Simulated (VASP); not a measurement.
# B (Cmcm) in VASP: notebook

B is run at these levels: PBE; tasks: single point, relaxation of cell and atoms.

Everything below comes from runs of VASP 6.6.1. Logs are shortened: lines on timing, memory, paths and dates and some standing lists are left out, and cuts for length are marked.

## 1. The cell of the first run

Symmetry: Cmcm, No. 63, orthorhombic system. Conventional cell: a = 2.923 Å, b = 3.445 Å, c = 5.463 Å, α = 90.00°, β = 90.00°, γ = 90.00°. B (site symmetry m) has 9 B at 1.69 to 2.27 Å within 2.3 Å.

The cell was built from a structure type or drawn by symmetry, and may not be a known phase.

## 2. Single point, PBE

File INCAR:

```
SYSTEM = B
PREC = Accurate
ENCUT = 520
EDIFF = 1E-7
ISMEAR = 0
SIGMA = 0.1
LREAL = .FALSE.
LASPH = .TRUE.
NELM = 100
ALGO = Normal
ISIF = 2
LWAVE = .FALSE.
LCHARG = .FALSE.
GGA = PE
NBANDS = 14
```

File KPOINTS:

```
regular mesh
0
G
  8 8 4
  0 0 0
```

File POSCAR:

```
B
1.0
    1.4616557400     -1.7222826663      0.0000000000
    1.4616557400      1.7222826663      0.0000000000
    0.0000000000      0.0000000000      5.4627545593
B
4
Direct
    0.2079044086      0.7920955914      0.0954248301
    0.7920955914      0.2079044086      0.5954248301
    0.2079044086      0.7920955914      0.4045751699
    0.7920955914      0.2079044086      0.9045751699
```

Potentials or basis: VASP PAW PBE potentials, release 64 (B).

Started as:

```sh
$ cat potpaw_PBE.64/B/POTCAR > POTCAR
$ mpirun -np 1 vasp_std > vasp.out
```

OUTCAR:

```text
SYSTEM = B
   PREC = Accurate
   ENCUT = 520
   EDIFF = 1E-7
   ISMEAR = 0
   LREAL = .FALSE.
   LASPH = .TRUE.
   NELM = 100
   ISIF = 2
   GGA = PE

 ion  position               nearest neighbor table
   1  0.208  0.792  0.095-   3 1.69   4 1.77   4 1.82   4 1.82
   2  0.792  0.208  0.595-   4 1.69   3 1.77   3 1.82   3 1.82
   3  0.208  0.792  0.405-   1 1.69   2 1.77   2 1.82   2 1.82
   4  0.792  0.208  0.905-   2 1.69   1 1.77   1 1.82   1 1.82

  LATTYP: Found a base centered orthorhombic cell.
 ALAT       =     2.9233114800
 B/A-ratio  =     1.1783093783
 C/A-ratio  =     1.8686871367

  Lattice vectors:

 A1 = (   1.4616557400,  -1.7222826663,   0.0000000000)
 A2 = (   1.4616557400,   1.7222826663,   0.0000000000)
 A3 = (   0.0000000000,   0.0000000000,   5.4627545593)

Analysis of symmetry for initial positions (statically):
=====================================================================
 Subroutine PRICEL returns:
 Original cell was already a primitive cell.

 Routine SETGRP: Setting up the symmetry group for a
 base centered orthorhombic supercell.

 Subroutine GETGRP returns: Found  8 space group operations
 (whereof  4 operations were pure point group operations)
 out of a pool of  8 trial point group operations.

The static configuration has the point symmetry C_2h.
 The point group associated with its full space group is D_2h.

Analysis of symmetry for dynamics (positions and initial velocities):
=====================================================================
 Subroutine PRICEL returns:
 Original cell was already a primitive cell.

 Routine SETGRP: Setting up the symmetry group for a
 base centered orthorhombic supercell.

 Subroutine GETGRP returns: Found  8 space group operations
 (whereof  4 operations were pure point group operations)
 out of a pool of  8 trial point group operations.

The dynamic configuration has the point symmetry C_2h.
 The point group associated with its full space group is D_2h.

 Subroutine INISYM returns: Found  8 space group operations
 (whereof  4 operations are pure point group operations),
 and found     1 'primitive' translations

----------------------------------------------------------------------------------------

                                     Primitive cell

  volume of cell :      27.5037

  direct lattice vectors                    reciprocal lattice vectors
     1.461655740 -1.722282666  0.000000000     0.342077814 -0.290312392  0.000000000
     1.461655740  1.722282666  0.000000000     0.342077814  0.290312392  0.000000000
     0.000000000  0.000000000  5.462754559     0.000000000  0.000000000  0.183057831

  length of vectors
     2.258914581  2.258914581  5.462754559     0.448663031  0.448663031  0.183057831

  position of ions in fractional coordinates (direct lattice)
     0.207904409  0.792095591  0.095424830
     0.792095591  0.207904409  0.595424830
     0.207904409  0.792095591  0.404575170
     0.792095591  0.207904409  0.904575170

  ion indices of the primitive-cell ions
   primitive index   ion index
                 1           1
                 2           2
                 3           3
                 4           4

----------------------------------------------------------------------------------------

 KPOINTS: regular mesh

Automatic generation of k-mesh.
 Grid dimensions read from file:
 generate k-points for:    8    8    4

 Generating k-lattice:

  Cartesian coordinates                     Fractional coordinates (reciprocal lattice)
     0.042759727 -0.036289049  0.000000000     0.125000000  0.000000000  0.000000000
     0.042759727  0.036289049  0.000000000     0.000000000  0.125000000  0.000000000
     0.000000000  0.000000000  0.045764458     0.000000000  0.000000000  0.250000000

  Length of vectors
     0.056082879  0.056082879  0.045764458

  Shift w.r.t. Gamma in fractional coordinates (k-lattice)
     0.000000000  0.000000000  0.000000000

 Subroutine IBZKPT returns following result:
 ===========================================

 Found     63 irreducible k-points:

 Following reciprocal coordinates:
            Coordinates               Weight
  0.000000  0.000000  0.000000      1.000000
  0.125000  0.000000  0.000000      4.000000
  0.250000  0.000000  0.000000      4.000000
  0.375000  0.000000  0.000000      4.000000
  0.500000  0.000000  0.000000      2.000000
  0.125000  0.125000  0.000000      2.000000
[... 16 lines left out ...]
  0.125000  0.000000  0.250000      8.000000
  0.250000  0.000000  0.250000      8.000000
 [... further k-points ...]
   k-points           NKPTS =     63   k-points in BZ     NKDIM =     63   number of bands    NBANDS=     14
   number of dos      NEDOS =    301   number of ions     NIONS =      4
   total plane-waves  NPLWV =  13608
   dimension x,y,z NGX =    18 NGY =   18 NGZ =   42
   dimension x,y,z NGXF=    36 NGYF=   36 NGZF=   84
   ions per type =               4
   NGX,Y,Z   is equivalent  to a cutoff of  13.25, 13.25, 12.78 a.u.
   NGXF,Y,Z  is equivalent  to a cutoff of  26.49, 26.49, 25.56 a.u.
 SYSTEM =  B
   PREC   = accura    normal or accurate (medium, high low for compatibility)
   ISTART =      0    job   : 0-new  1-cont  2-samecut
   ICHARG =      2    charge: 1-file 2-atom 10-const
   ISPIN  =      1    spin polarized calculation?
   LNONCOLLINEAR =      F non collinear calculations
   LSORBIT =      F    spin-orbit coupling
   LASPH  =      T    aspherical Exc in radial PAW
   ENCUT  =  520.0 eV  38.22 Ry    6.18 a.u.   4.20  4.20 10.16*2*pi/ulx,y,z
   NELM   =    100;   NELMIN=  2; NELMDL= -5     # of ELM steps
   EDIFF  = 0.1E-06   stopping-criterion for ELM
   LREAL  =      F    real-space projection
   EDIFFG = 0.1E-05   stopping-criterion for IOM
   NSW    =      0    number of steps for IOM
   IBRION =     -1    ionic relax: 0-MD 1-quasi-New 2-CG
   NFREE  =      0    steps in history (QN), initial steepest desc. (CG)
   ISIF   =      2    stress and relaxation
   ISYM   =      2    0-nonsym 1-usesym 2-fastsym
   POTIM  = 0.5000    time-step for ionic-motion
   TEBEG  =    0.0;   TEEND  =   0.0 temperature during run
   PSTRESS=    0.0 pullay stress
   NELECT =      12.0000    total number of electrons
   NUPDOWN=      -1.0000    fix difference up-down
   EMIN   =  10.00;   EMAX   =-10.00  energy-range for DOS
   EFERMI =   0.00;   METHOD = LEGACY
   ISMEAR =     0;   SIGMA  =   0.10  broadening in eV -4-tet -1-fermi 0-gaus
   EFERMI_NEDOS =   21; number of points for ismear=-14 and -15
   IALGO  =     38    algorithm
   IMIX   =      4    mixing-type and parameters
     AMIX     =   0.40;   BMIX     =  1.00
     AMIX_MAG =   1.60;   BMIX_MAG =  1.00
  volume/ion in A,a.u.               =       6.88        46.40
  Fermi-wavevector in a.u.,A,eV,Ry     =   1.241666  2.346409 20.976576  1.541735
  Thomas-Fermi vector in A             =   2.376054
   LORBIT       =      0    0 simple, 1 ext, 2 COOP (PROOUT), +10 PAW based schemes
   GGA     = PE    functional components
   LHFCALC =     F    Hartree Fock is set to
   AEXX    =    0.0000 exact exchange contribution
   IVDW    =     0    specifies the selected vdW correction
   LEPSILON=     F    determine dielectric tensor
   LRPA    =     F    only Hartree local field effects (RPA)
 non-spin polarized calculation
 Gauss-broadening in eV      SIGMA  =   0.10
  energy-cutoff  :      520.00
  volume of cell :       27.50
 maximum number of plane-waves:       752
 NGX is ok and might be reduce to    18
   NGX =  9   NGY =  9   NGZ = 21

 number of electron      12.0000000 magnetization

 Free energy of the ion-electron system (eV)
  ---------------------------------------------------
  ext. energy  EPLUGINS =         0.00000000
  ---------------------------------------------------
  free energy    TOTEN  =       -24.60015527 eV

  energy without entropy =      -24.59546458  energy(sigma->0) =      -24.59780992

 E-fermi :   6.8501     XC(G=0): -12.1099

 val. band max:        6.8474095561   @ k =   0.2500   0.2500   0.2500
 cond. band min:       7.0767880226   @ k =  -0.2500   0.2500   0.2500
 fundamental gap:      0.2293784665
 Fermi energy:         6.8501481907

 k-point     1 :       0.0000    0.0000    0.0000
  band No.  band energies     occupation
      1      -8.9607      2.00000
      2      -6.0707      2.00000
      3      -3.7305      2.00000
      4       4.0193      2.00000
      5      10.4053      0.00000
      6      10.7862      0.00000
      7      12.3854      0.00000
      8      12.6403      0.00000
      9      14.6778      0.00000
     10      16.9170      0.00000
     11      17.3555      0.00000
     12      20.9465      0.00000
     13      21.1779      0.00000
     14      22.5731      0.00000

 k-point     2 :       0.1250    0.0000    0.0000
  band No.  band energies     occupation
      1      -8.5832      2.00000
      2      -5.7100      2.00000
      3      -3.3501      2.00000
      4       4.2516      2.00000
      5       8.5226      0.00000
      6       9.8413      0.00000
      7      11.7846      0.00000
      8      12.3474      0.00000
      9      14.1258      0.00000
     10      15.9161      0.00000
     11      17.3515      0.00000
     12      20.8622      0.00000
     13      22.1249      0.00000
     14      23.5467      0.00000
[... 343 lines left out ...]
      1      -8.3468      2.00000
      2      -6.5686      2.00000
      3      -2.0542      2.00000
      4       2.8155      2.00000
      5       8.7260      0.00000
      6       9.9020      0.00000
      7      11.9576      0.00000
      8      13.3846      0.00000
      9      13.7317      0.00000
     10      16.8227      0.00000
     11      18.1230      0.00000
     12      20.2623      0.00000
     13      20.3814      0.00000
     14      21.5538      0.00000

 k-point    24 :       0.2500    0.0000    0.2500
  band No.  band energies     occupation
      1      -7.2169      2.00000
      2      -5.4615      2.00000
      3      -0.9832      2.00000
      4       3.5181      2.00000
      5       4.6093      2.00000
      6       6.0039      2.00000
      7      12.3171      0.00000
      8      13.3226      0.00000
      9      13.8725      0.00000
     10      14.9533      0.00000
     11      18.1550      0.00000
     12      18.4330      0.00000
     13      20.4104      0.00000
     14      22.4361      0.00000

 [... further k-points ...]

------------------------ aborting loop because EDIFF is reached ----------------------------------------

  FORCE on cell =-STRESS in cart. coord.  units (eV):
  Direction    XX          YY          ZZ          XY          YZ          ZX
  --------------------------------------------------------------------------------------
  -------------------------------------------------------------------------------------
  Total       -0.0437489      0.0273120      0.0683688      0.0000000      0.0000000      0.0000000
  in kB       -2.5485122      1.5910109      3.9826960      0.0000000      0.0000000      0.0000000
  external PRESSURE =       1.0083983 kB  Pullay stress =       0.0000000 kB

 VOLUME and BASIS-vectors are now :
 -----------------------------------------------------------------------------
  energy-cutoff  :      520.00
  volume of cell :       27.50
      direct lattice vectors                 reciprocal lattice vectors
     1.461655740 -1.722282666  0.000000000     0.342077814 -0.290312392  0.000000000
     1.461655740  1.722282666  0.000000000     0.342077814  0.290312392  0.000000000
     0.000000000  0.000000000  5.462754559     0.000000000  0.000000000  0.183057831

 POSITION                                       TOTAL-FORCE (eV/Angst)
 -----------------------------------------------------------------------------------
      1.46166      1.00614      0.52128         0.000000     -0.001422     -0.004748
      1.46166     -1.00614      3.25266         0.000000      0.001422     -0.004748
      1.46166      1.00614      2.21009         0.000000     -0.001422      0.004748
      1.46166     -1.00614      4.94147         0.000000      0.001422      0.004748
 -----------------------------------------------------------------------------------
    total drift:                                0.000000      0.000000      0.000000

  FREE ENERGIE OF THE ION-ELECTRON SYSTEM (eV)
  ---------------------------------------------------
  free  energy   TOTEN  =       -24.6001552695 eV

  energy  without entropy=      -24.5954645765  energy(sigma->0) =      -24.59780992
```

Run time: 12 s. Hardware: 1 thread of Intel Xeon Platinum 8559C (Emerald Rapids), shared host; peak memory 0.14 GiB.

Results:

```
Free energy            : -24.6002 eV
Pressure               : 0.1 GPa
Largest force          : 0.005 eV/Å
Band gap on the k mesh : zero (bands 6 and 7 overlap by 7.31 eV)
```

Forces on the atoms (eV/Å):
```
B    0.000 -0.001 -0.005
B    0.000  0.001 -0.005
B    0.000 -0.001  0.005
B    0.000  0.001  0.005
```

(Part 1 of 2 ends here.)
